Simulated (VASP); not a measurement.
# SnO2 (R-3m) in VASP: a series of runs, part 3 of 3

VASP 6.6.1. Earlier steps stand in the parts before.

## (4) Single point, PBEsol

INCAR reads:

```
SYSTEM = SnO2
PREC     = Accurate       ! precision mode
ENCUT    = 520            ! plane-wave cutoff, eV
EDIFF    = 1E-7           ! SCF threshold, eV
ISMEAR   = 0              ! smearing method
SIGMA    = 0.01           ! smearing width, eV
LREAL    = .False.        ! projectors in reciprocal space
LASPH    = .True.         ! aspherical terms in the spheres
NELM     = 60             ! most SCF steps
ALGO     = Normal         ! electronic algorithm
ISIF     = 2              ! what is computed and relaxed
LWAVE    = .False.        ! write WAVECAR
LCHARG   = .False.        ! write CHGCAR
GGA      = PS             ! functional
NBANDS   = 20             ! bands
```

KPOINTS reads:

```
regular mesh
0
Gamma
  8 8 8
  0 0 0
```

POSCAR reads:

```
SnO2
1.0
    1.6170900000      0.9336300000      4.8005900000
   -1.6170900000      0.9336300000      4.8005900000
    0.0000000000     -1.8672600000      4.8005900000
Sn O
1 2
Direct
    0.5000000000      0.5000000000      0.5000000000
    0.2371700000      0.2371700000      0.2371700000
    0.7628300000      0.7628300000      0.7628300000
```

Potentials or basis: VASP PAW PBE potentials, release 64 (Sn_d, O).

Launch:

```sh
cat potpaw_PBE.64/Sn_d/POTCAR potpaw_PBE.64/O/POTCAR > POTCAR
mpirun -np 1 vasp_std > vasp.out
```

OUTCAR:

```text
SYSTEM = SnO2
   PREC = Accurate
   ENCUT = 520
   EDIFF = 1E-7
   ISMEAR = 0
   LREAL = .False.
   LASPH = .True.
   NELM = 60
   ISIF = 2
   GGA = PS

 ion  position               nearest neighbor table
   1  0.500  0.500  0.500-   2 2.13   2 2.13   3 2.13   3 2.13   2 2.13   3 2.13
   2  0.237  0.237  0.237-   1 2.13   1 2.13   1 2.13
   3  0.763  0.763  0.763-   1 2.13   1 2.13   1 2.13

  LATTYP: Found a trigonal (rhomboedric) cell.
 ALAT       =     5.1509522802
 COS(alpha) =     0.8028825577

  Lattice vectors:

 A1 = (   1.6170900000,   0.9336300000,   4.8005900000)
 A2 = (  -1.6170900000,   0.9336300000,   4.8005900000)
 A3 = (   0.0000000000,  -1.8672600000,   4.8005900000)

Analysis of symmetry for initial positions (statically):
=====================================================================
 Subroutine PRICEL returns:
 Original cell was already a primitive cell.

 Routine SETGRP: Setting up the symmetry group for a
 trigonal (rhombohedral) supercell.

 Subroutine GETGRP returns: Found 12 space group operations
 (whereof 12 operations were pure point group operations)
 out of a pool of 12 trial point group operations.

The static configuration has the point symmetry D_3d.

Analysis of symmetry for dynamics (positions and initial velocities):
=====================================================================
 Subroutine PRICEL returns:
 Original cell was already a primitive cell.

 Routine SETGRP: Setting up the symmetry group for a
 trigonal (rhombohedral) supercell.

 Subroutine GETGRP returns: Found 12 space group operations
 (whereof 12 operations were pure point group operations)
 out of a pool of 12 trial point group operations.

[... 115 lines left out ...]
   EMIN   =  10.00;   EMAX   =-10.00  energy-range for DOS
   EFERMI =   0.00;   METHOD = LEGACY
   ISMEAR =     0;   SIGMA  =   0.01  broadening in eV -4-tet -1-fermi 0-gaus
   EFERMI_NEDOS =   21; number of points for ismear=-14 and -15
   IALGO  =     38    algorithm
   IMIX   =      4    mixing-type and parameters
     AMIX     =   0.40;   BMIX     =  1.00
     AMIX_MAG =   1.60;   BMIX_MAG =  1.00
  volume/ion in A,a.u.               =      14.50        97.82
  Fermi-wavevector in a.u.,A,eV,Ry     =   1.379159  2.606233 25.879362  1.902079
  Thomas-Fermi vector in A             =   2.504154
   LORBIT       =      0    0 simple, 1 ext, 2 COOP (PROOUT), +10 PAW based schemes
   GGA     = PS    functional components
   LHFCALC =     F    Hartree Fock is set to
   AEXX    =    0.0000 exact exchange contribution
   IVDW    =     0    specifies the selected vdW correction
   LEPSILON=     F    determine dielectric tensor
   LRPA    =     F    only Hartree local field effects (RPA)
 non-spin polarized calculation
 Gauss-broadening in eV      SIGMA  =   0.01
  energy-cutoff  :      520.00
  volume of cell :       43.49
 maximum number of plane-waves:      1184
 NGX is ok and might be reduce to    40
   NGX = 19   NGY = 19   NGZ = 19

 number of electron      26.0000004 magnetization

 Free energy of the ion-electron system (eV)
  ---------------------------------------------------
  ext. energy  EPLUGINS =         0.00000000
  ---------------------------------------------------
  free energy    TOTEN  =       -19.29709361 eV

  energy without entropy =      -19.29709361  energy(sigma->0) =      -19.29709361

 E-fermi :   3.3266     XC(G=0): -10.2191

 val. band max:        3.1808423615   @ k =  -0.1250   0.2500   0.1250
 cond. band min:       5.0303548758   @ k =   0.0000   0.0000   0.0000
 fundamental gap:      1.8495125143
 Fermi energy:         3.3266213756

 k-point     1 :       0.0000    0.0000    0.0000
  band No.  band energies     occupation
      1     -16.7290      2.00000
      2     -16.5109      2.00000
      3     -16.5109      2.00000
      4     -16.3268      2.00000
      5     -16.3268      2.00000
      6     -14.6961      2.00000
[... 541 lines left out ...]
     19      16.3044      0.00000
     20      19.3563      0.00000

 [... further k-points ...]

------------------------ aborting loop because EDIFF is reached ----------------------------------------

  FORCE on cell =-STRESS in cart. coord.  units (eV):
  Direction    XX          YY          ZZ          XY          YZ          ZX
  --------------------------------------------------------------------------------------
  -------------------------------------------------------------------------------------
  Total       -1.3882842     -1.3882921     -0.9778628      0.0000000     -0.0000000     -0.0000000
  in kB      -51.1486415    -51.1489322    -36.0274602      0.0000000     -0.0000000     -0.0000000
  external PRESSURE =     -46.1083447 kB  Pullay stress =       0.0000000 kB

 VOLUME and BASIS-vectors are now :
 -----------------------------------------------------------------------------
  energy-cutoff  :      520.00
  volume of cell :       43.49
      direct lattice vectors                 reciprocal lattice vectors
     1.617090000  0.933630000  4.800590000     0.309197385  0.178514686  0.069435910
    -1.617090000  0.933630000  4.800590000    -0.309197385  0.178514686  0.069435910
     0.000000000 -1.867260000  4.800590000     0.000000000 -0.357029373  0.069435910

 POSITION                                       TOTAL-FORCE (eV/Angst)
 -----------------------------------------------------------------------------------
      0.00000      0.00000      7.20088         0.000000     -0.000000      0.000000
      0.00000      0.00000      3.41567        -0.000000     -0.000000     -0.346778
      0.00000      0.00000     10.98610        -0.000000      0.000000      0.346778
 -----------------------------------------------------------------------------------
    total drift:                                0.000000      0.000000      0.000000

  FREE ENERGIE OF THE ION-ELECTRON SYSTEM (eV)
  ---------------------------------------------------
  free  energy   TOTEN  =       -19.2970936121 eV

  energy  without entropy=      -19.2970936121  energy(sigma->0) =      -19.29709361
```

OSZICAR:

```text
N       E                     dE             d eps       ncg     rms          rms(c)
DAV:   1     0.248960607096E+03    0.24896E+03   -0.13920E+04  2780   0.190E+03
DAV:   2     0.670202161303E+01   -0.24226E+03   -0.22947E+03  2820   0.478E+02
DAV:   3    -0.210663773995E+02   -0.27768E+02   -0.27488E+02  3068   0.140E+02
DAV:   4    -0.218485026078E+02   -0.78213E+00   -0.78133E+00  2844   0.252E+01
DAV:   5    -0.218643205099E+02   -0.15818E-01   -0.15817E-01  3160   0.381E+00    0.987E+00
DAV:   6    -0.193536274721E+02    0.25107E+01   -0.97994E+00  3988   0.543E+01    0.433E+00
DAV:   7    -0.193248693241E+02    0.28758E-01   -0.55863E-01  2684   0.602E+00    0.206E+00
DAV:   8    -0.192983208509E+02    0.26548E-01   -0.67563E-02  2792   0.260E+00    0.435E-01
DAV:   9    -0.192965794426E+02    0.17414E-02   -0.93242E-03  3780   0.137E+00    0.857E-02
DAV:  10    -0.192970598623E+02   -0.48042E-03   -0.16716E-03  2696   0.361E-01    0.351E-02
DAV:  11    -0.192970893487E+02   -0.29486E-04   -0.47289E-05  3624   0.734E-02    0.195E-02
DAV:  12    -0.192970933193E+02   -0.39706E-05   -0.69823E-06  2748   0.211E-02    0.645E-03
DAV:  13    -0.192970936559E+02   -0.33661E-06   -0.10577E-06  2916   0.867E-03    0.130E-03
DAV:  14    -0.192970936121E+02    0.43758E-07   -0.15720E-07  2192   0.431E-03
   1 F= -.19297094E+02 E0= -.19297094E+02  d E =-.671666E-96
```

stdout:

```text
POSCAR found type information on POSCAR SnO
 POSCAR found :  2 types and       3 ions
 scaLAPACK will be used
 -----------------------------------------------------------------------------
|                                                                             |
|                                                                             |
|     You enforced a specific xc type in the INCAR file but a different       |
|     I HOPE YOU KNOW WHAT YOU ARE DOING!                                     |
|                                                                             |
 -----------------------------------------------------------------------------

 LDA part: xc-table for (Slater+PW92), standard interpolation
 POSCAR, INCAR and KPOINTS ok, starting setup
 FFT: planning ... GRIDC
 FFT: planning ... GRID_SOFT
 FFT: planning ... GRID
 WAVECAR not read
 entering main loop
```

Run time: 2.7 min. Hardware: 1 thread of Intel Xeon 8259CL, shared host; peak memory 0.26 GiB.

What came out:

```
Free energy            : -19.2971 eV
Pressure               : -4.6 GPa
Largest force          : 0.347 eV/Å
Band gap on the k mesh : 1.85 eV (least direct gap 1.97 eV)
```

Forces on the atoms (eV/Å):
```
Sn   0.000  0.000  0.000
O    0.000  0.000 -0.347
O    0.000  0.000  0.347
```

Stress tensor (GPa, compression positive):
```
-5.11  0.00  0.00
 0.00 -5.11  0.00
 0.00  0.00 -3.60
```

Caveat: the cell stands under tension; the PAW data sets were made with another functional, which shifts forces and pressure a little; spin-orbit coupling is left out, which moves the levels of the heavy elements.

## (5) Single point, PBEsol

INCAR reads:

```
PREC     = Accurate       # precision mode
ENCUT    = 520            # plane-wave cutoff, eV
EDIFF    = 1E-7           # SCF threshold, eV
ISMEAR   = 0              # smearing method
SIGMA    = 0.01           # smearing width, eV
LREAL    = False          # projectors in reciprocal space
LASPH    = True           # aspherical terms in the spheres
NELM     = 80             # most SCF steps
ALGO     = Normal         # electronic algorithm
ISIF     = 2              # what is computed and relaxed
LWAVE    = False          # write WAVECAR
LCHARG   = False          # write CHGCAR
GGA      = PS             # functional
NBANDS   = 20             # bands
```

KPOINTS reads:

```
Automatic mesh
0
Gamma
  10 10 10
```

POSCAR is that of step 4.

Launch:

```sh
cat potpaw_PBE.64/Sn_d/POTCAR potpaw_PBE.64/O/POTCAR > POTCAR
mpirun -np 1 vasp_std > vasp.out
```

Wall time 5.5 min (1 thread of Intel Xeon 8259CL, shared host); peak memory 0.3 GiB.

It converged, with:

```
Free energy            : -19.2971 eV
Pressure               : -4.6 GPa
Largest force          : 0.347 eV/Å
Band gap on the k mesh : 1.84 eV (least direct gap 1.97 eV)
```

Forces on the atoms (eV/Å):
```
Sn   0.000  0.000  0.000
O    0.000  0.000 -0.347
O    0.000  0.000  0.347
```

Stress tensor (GPa, compression positive):
```
-5.11  0.00  0.00
 0.00 -5.11  0.00
 0.00  0.00 -3.60
```

Levels at points of the mesh, in eV from the valence-band top:
```tsv
k point	band 9	band 10	band 11	band 12	band 13	band 14	band 15	band 16	band 17	band 18
(0.00, 0.00, 0.00)	-1.28	-1.28	-0.90	-0.90	-0.12	1.84	5.57	10.87	10.87	11.55
(0.50, 0.00, 0.00)	-4.18	-2.97	-1.48	-0.60	-0.56	5.23	7.58	9.92	12.14	12.53
(0.50, 0.50, 0.00)	-4.41	-3.06	-1.15	-0.46	-0.02	4.96	6.77	10.58	11.15	12.41
(0.50, 0.50, 0.50)	-1.35	-1.35	-1.28	-0.85	-0.85	3.11	5.52	11.04	11.04	11.97
```

Caveat: the cell stands under tension; the PAW data sets were made with another functional, which shifts forces and pressure a little; spin-orbit coupling is left out, which moves the levels of the heavy elements.

## (6) Summary

| k mesh | gap on the mesh (eV) | pressure (GPa) | largest force (eV/Å) |
| --- | --- | --- | --- |
| 4 × 4 × 4 | 1.87 | -4.6 | 0.35 |
| 6 × 6 × 6 | 1.85 | -4.6 | 0.35 |
| 8 × 8 × 8 | 1.85 | -4.6 | 0.35 |
| 10 × 10 × 10 | 1.84 | -4.6 | 0.35 |

Alike in all rows: task single point; level PBEsol; potentials or basis VASP PAW PBE potentials, release 64 (Sn_d, O); no spin polarisation; cell as given; cutoff (eV) 520; smearing gaussian 0.01 eV.

Caveats: some runs use coarse meshes; the PAW data sets were made with another functional, which shifts forces and pressure a little; spin-orbit coupling is left out, which moves the levels of the heavy elements; the cell stands under tension (at least some runs).

Total energies depend on the potentials used, so only differences within one code and one set of settings carry meaning.
